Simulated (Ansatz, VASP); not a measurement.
# One calculation of EuS3, two programs

```
CELL_PARAMETERS angstrom
4.36941 0.00000 0.00000
0.00000 4.36941 0.00000
0.00000 0.00000 4.39279
ATOMIC_POSITIONS crystal
Eu 0.00000 0.00000 0.00000
S 0.00000 0.50000 0.50000
S 0.50000 0.00000 0.50000
S 0.50000 0.50000 0.00000
```

Change from the starting cell: species swapped into the CdAu3 type (P4/mmm, No. 123).

Alike in both runs: task single point; functional PBE; k mesh 4 × 4 × 4; occupations gaussian, width 0.1 eV; collinear spin.

|  | VASP | Ansatz |
| --- | --- | --- |
| version | VASP 6.6.1 | Ansatz 0.2.0 |
| potentials or method | VASP PAW PBE potentials, release 64 (Eu, S), cutoff 520 eV | scalar-relativistic, plane waves, PAW |
| valence electrons in the cell | 35 | 35 |

```csv
,VASP,Ansatz,Ansatz less VASP
gap on the k mesh at the Fermi level (eV),none,none,-
pressure (GPa),-4.4,-4.2,+0.11
"traceless stress, the component that is largest in VASP (GPa)",0.08,0.08,-0.001
net moment per atom (μB),1.57,1.57,0.000
size of the moment on the site where the two differ most (μB),6.35,6.53,+0.174
```

Site moments also hang on the region over which each program counts them. A gap of «none» marks a metal or a gap that the smearing closes.

Neither program's run includes spin-orbit coupling.
